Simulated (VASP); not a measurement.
Runs of VASP 6.6.1 on Si2B2C. The structure is that of space group P-6m2 (No. 187), or close to it. The cells are those of the table. 

```csv
task,cell,k mesh,cutoff (eV),gap on the mesh (eV),pressure (GPa),largest force (eV/Å)
single point,"a = 3.200, b = 3.200, c = 6.710 Å, angles 90.0, 90.0, 120.0°, 5 atoms",12 × 12 × 6,520,none,0.0,(b)
relaxation of cell and atoms,"relaxed from a = 3.613, b = 3.613, c = 5.960 Å, angles 90.0, 90.0, 120.0°, 5 atoms",6 × 6 × 4,600,none,-0.2,-
single point,"a = 3.201, b = 3.201, c = 6.577 Å, angles 90.0, 90.0, 120.0°, 5 atoms",6 × 6 × 4,520,none,0.1,(a)
single point,"a = 3.613, b = 3.613, c = 5.960 Å, angles 90.0, 90.0, 120.0°, 5 atoms",6 × 6 × 4,520,none,-22.7,1.26
```

Alike in all rows: level PBE; potentials or basis VASP PAW PBE potentials, release 64 (Si, B, C); no spin polarisation; smearing gaussian 0.1 eV.

Task: Estimate the missing entries.

Result: (a) 0.02; (b) 0.01.

Caveats: some runs use coarse meshes; forces of over 1 eV/Å act on the atoms, so gaps and moduli don't describe the material at rest (some runs).

A gap of «none» marks levels without a gap at the run's occupations.
